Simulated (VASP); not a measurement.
# WC (P-6m2) in VASP: notebook, part 2 of 2

VASP 6.6.1.

## (3) Single point, PBE (strain -0.080 along x and y, +0.000 along z)

File INCAR:

```
PREC = Accurate
ENCUT = 520
EDIFF = 1E-6
ISMEAR = 0
SIGMA = 0.15
LREAL = F
LASPH = T
NELM = 60
ALGO = Normal
ISIF = 2
LWAVE = F
LCHARG = F
GGA = PE
NBANDS = 16
```

File KPOINTS:

```
regular mesh
0
Gamma
  18 18 16
```

File POSCAR:

```
WC
1.0
    2.6684613211      0.0000000000      0.0000000000
   -1.3342306606      2.3109552931      0.0000000000
    0.0000000000      0.0000000000      2.8290000000
W C
1 1
Direct
    0.0000000000      0.0000000000      0.0000000000
    0.6666666667      0.3333333333      0.5000000000
```

Potentials or basis: VASP PAW PBE potentials, release 64 (W_sv, C).

Started as:

```sh
cat potpaw_PBE.64/W_sv/POTCAR potpaw_PBE.64/C/POTCAR > POTCAR
mpirun -np 1 vasp_std > vasp.out
```

Wall time 56 s (1 thread of Intel Xeon Platinum 8488C (Sapphire Rapids), shared host); peak memory 0.2 GiB.

Results (log left out):

```yaml
Free_energy: -21.2106 eV
Pressure: 107.3 GPa
Band_gap_on_the_k_mesh: zero (band 9 reaches 14.38 eV, above the bottom of band 10 at 12.84 eV)
```

Stress tensor (GPa, compression positive):
```
130.93   0.00   0.00
  0.00 130.93   0.00
  0.00   0.00  60.09
```

Levels at points of the mesh, in eV from the Fermi level:
```tsv
k point	band 5	band 6	band 7	band 8	band 9	band 10	band 11	band 12	band 13	band 14
(0.00, 0.00, 0.00)	-15.86	-5.67	-3.52	-3.52	-0.72	3.95	3.95	6.16	6.16	8.28
(0.50, 0.00, 0.00)	-11.70	-7.75	-5.53	-4.63	-0.03	2.50	6.34	7.09	7.25	10.46
(0.00, 0.00, 0.50)	-11.16	-9.92	-1.61	-1.61	-0.96	-0.96	2.53	5.45	5.45	10.82
(0.50, 0.00, 0.50)	-12.64	-7.76	-4.89	-4.63	0.58	5.85	6.29	8.02	10.98	12.83
```

Caveat: the cell differs from its parent crystal (strain -0.080 along x and y, +0.000 along z); spin-orbit coupling is left out, which moves the levels of the heavy elements.

## (4) Single point, PBE (strain -0.040 along x and y, -0.080 along z)

File INCAR:

```
SYSTEM = WC
PREC = Accurate
ENCUT = 520
EDIFF = 1E-6
ISMEAR = 0
SIGMA = 0.15
LREAL = .False.
LASPH = .True.
NELM = 100
ALGO = Normal
ISIF = 2
LWAVE = .False.
LCHARG = .False.
GGA = PE
NBANDS = 16
```

File KPOINTS:

```
Automatic mesh
0
Gamma
  18 18 16
  0 0 0
```

File POSCAR:

```
WC
1.0
    2.7844813786      0.0000000000      0.0000000000
   -1.3922406893      2.4114316102      0.0000000000
    0.0000000000      0.0000000000      2.6026800000
W C
1 1
Direct
    0.0000000000      0.0000000000      0.0000000000
    0.6666666667      0.3333333333      0.5000000000
```

Potentials or basis: VASP PAW PBE potentials, release 64 (W_sv, C).

Started as:

```sh
cat potpaw_PBE.64/W_sv/POTCAR potpaw_PBE.64/C/POTCAR > POTCAR
mpirun -np 1 vasp_std > vasp.out
```

OUTCAR:

```text
SYSTEM = WC
   PREC = Accurate
   ENCUT = 520
   EDIFF = 1E-6
   ISMEAR = 0
   LREAL = .False.
   LASPH = .True.
   NELM = 100
   ISIF = 2
   GGA = PE

 ion  position               nearest neighbor table
   1  0.000  0.000  0.000-   2 2.07   2 2.07   2 2.07   2 2.07   2 2.07   2 2.07
   2  0.667  0.333  0.500-   1 2.07   1 2.07   1 2.07   1 2.07   1 2.07   1 2.07

  LATTYP: Found a hexagonal cell.
 ALAT       =     2.7844813786
 C/A-ratio  =     0.9347090701

  Lattice vectors:

[... 645 lines left out ...]

  FORCE on cell =-STRESS in cart. coord.  units (eV):
  Direction    XX          YY          ZZ          XY          YZ          ZX
  --------------------------------------------------------------------------------------
  -------------------------------------------------------------------------------------
  Total        9.9841556      9.9841556     16.6974034      0.0000000      0.0000000      0.0000000
  in kB      915.3388160    915.3388160   1530.8036192      0.0000000      0.0000000      0.0000000
  external PRESSURE =    1120.4937504 kB  Pullay stress =       0.0000000 kB

 VOLUME and BASIS-vectors are now :
 -----------------------------------------------------------------------------
  energy-cutoff  :      520.00
  volume of cell :       17.48
      direct lattice vectors                 reciprocal lattice vectors
     2.784481379  0.000000000  0.000000000     0.359133305  0.207345710  0.000000000
    -1.392240689  2.411431610  0.000000000     0.000000000  0.414691421  0.000000000
     0.000000000  0.000000000  2.602680000     0.000000000  0.000000000  0.384219343

 POSITION                                       TOTAL-FORCE (eV/Angst)
 -----------------------------------------------------------------------------------
      0.00000      0.00000      0.00000         0.000000     -0.000000      0.000000
      1.39224      0.80381      1.30134        -0.000000      0.000000      0.000000
 -----------------------------------------------------------------------------------
    total drift:                               -0.000000      0.000000      0.000000

  FREE ENERGIE OF THE ION-ELECTRON SYSTEM (eV)
  ---------------------------------------------------
  free  energy   TOTEN  =       -21.2859187246 eV

  energy  without entropy=      -21.2828676315  energy(sigma->0) =      -21.28439318
```

stdout:

```text
POSCAR found type information on POSCAR W C
 POSCAR found :  2 types and       2 ions
 scaLAPACK will be used
 LDA part: xc-table for (Slater+PW92), standard interpolation
 POSCAR, INCAR and KPOINTS ok, starting setup
 FFT: planning ... GRIDC
 FFT: planning ... GRID_SOFT
 FFT: planning ... GRID
 WAVECAR not read
 entering main loop
```

Wall time 58 s (1 thread of Intel Xeon Platinum 8488C (Sapphire Rapids), shared host); peak memory 0.21 GiB.

The run converged, but its numbers aren't listed here, since they failed a check.

Caveat: the cell differs from its parent crystal (strain -0.040 along x and y, -0.080 along z); spin-orbit coupling is left out, which moves the levels of the heavy elements.

## (5) Single point, PBE (strain -0.080 along x and y, +0.040 along z)

File INCAR:

```
ALGO = Normal
EDIFF = 1E-6
ENCUT = 520
GGA = PE
ISIF = 2
ISMEAR = 0
LASPH = T
LCHARG = F
LREAL = F
LWAVE = F
NBANDS = 16
NELM = 60
PREC = Accurate
SIGMA = 0.15
```

File KPOINTS:

```
k-points
0
Gamma
  18 18 16
```

File POSCAR:

```
WC
1.0
    2.6684613211      0.0000000000      0.0000000000
   -1.3342306606      2.3109552931      0.0000000000
    0.0000000000      0.0000000000      2.9421600000
W C
1 1
Direct
    0.0000000000      0.0000000000      0.0000000000
    0.6666666667      0.3333333333      0.5000000000
```

Started as:

```sh
cat potpaw_PBE.64/W_sv/POTCAR potpaw_PBE.64/C/POTCAR > POTCAR
mpirun -np 1 vasp_std > vasp.out
```

Run time: 64 s. Hardware: 1 thread of Intel Xeon Platinum 8488C (Sapphire Rapids), shared host; peak memory 0.2 GiB.

Results (log left out):

```yaml
Free_energy: -21.3612 eV
Pressure: 78.8 GPa
Band_gap_on_the_k_mesh: zero (band 9 reaches 13.51 eV, above the bottom of band 10 at 12.26 eV)
```

Stress tensor (GPa, compression positive):
```
112.59   0.00   0.00
  0.00 112.59   0.00
  0.00   0.00  11.10
```

Levels at points of the mesh, in eV from the Fermi level:
```csv
k point,band 7,band 8,band 9,band 10,band 11,band 12
"(0.00, 0.00, 0.00)",-3.05,-3.05,-1.09,3.77,3.77,5.77
"(0.50, 0.00, 0.00)",-5.67,-4.51,0.23,2.30,6.36,6.77
"(0.00, 0.00, 0.50)",-1.05,-1.05,-0.92,-0.92,1.57,5.54
"(0.50, 0.00, 0.50)",-4.95,-4.04,0.33,5.05,6.29,7.46
```

Caveat: the cell differs from its parent crystal (strain -0.080 along x and y, +0.040 along z); spin-orbit coupling is left out, which moves the levels of the heavy elements.

## (6) Single point, PBE (strain -0.040 along x and y, -0.040 along z)

File INCAR:

```
SYSTEM = WC
ALGO     = Normal         ! electronic algorithm
EDIFF    = 1E-7           ! SCF threshold, eV
ENCUT    = 520            ! plane-wave cutoff, eV
GGA      = PE             ! functional
ISIF     = 2              ! what is computed and relaxed
ISMEAR   = 0              ! smearing method
LASPH    = .True.         ! aspherical terms in the spheres
LCHARG   = .False.        ! write CHGCAR
LREAL    = .False.        ! projectors in reciprocal space
LWAVE    = .False.        ! write WAVECAR
NBANDS   = 16             ! bands
NELM     = 80             ! most SCF steps
PREC     = Accurate       ! precision mode
SIGMA    = 0.15           ! smearing width, eV
```

File KPOINTS:

```
k-points
0
Gamma
  18 18 16
  0 0 0
```

File POSCAR:

```
WC
1.0
    2.7844813786      0.0000000000      0.0000000000
   -1.3922406893      2.4114316102      0.0000000000
    0.0000000000      0.0000000000      2.7158400000
W C
1 1
Direct
    0.0000000000      0.0000000000      0.0000000000
    0.6666666667      0.3333333333      0.5000000000
```

Potentials or basis: VASP PAW PBE potentials, release 64 (W_sv, C).

Started as:

```sh
cat potpaw_PBE.64/W_sv/POTCAR potpaw_PBE.64/C/POTCAR > POTCAR
mpirun -np 1 vasp_std > vasp.out
```

It took 60 s on 1 thread of Intel Xeon Platinum 8488C (Sapphire Rapids), shared host; peak memory 0.21 GiB.

The run converged, but its numbers aren't listed here, since they failed a check.

Caveat: the cell differs from its parent crystal (strain -0.040 along x and y, -0.040 along z); spin-orbit coupling is left out, which moves the levels of the heavy elements.

## (7) Overview

```tsv
cell	gap on the mesh (eV)	pressure (GPa)
a = 2.668, b = 2.668, c = 2.716 Å, angles 90.0, 90.0, 120.0°, 2 atoms	none	143.1
a = 2.668, b = 2.668, c = 2.829 Å, angles 90.0, 90.0, 120.0°, 2 atoms	none	107.3
a = 2.668, b = 2.668, c = 2.942 Å, angles 90.0, 90.0, 120.0°, 2 atoms	none	78.8
```

Alike in all rows: task single point; level PBE; potentials or basis VASP PAW PBE potentials, release 64 (W_sv, C); no spin polarisation; k mesh 18 × 18 × 16; cutoff (eV) 520; smearing gaussian 0.15 eV.

Caveats: spin-orbit coupling is left out, which moves the levels of the heavy elements.

Absolute energies hang on the potentials; compare differences alone.
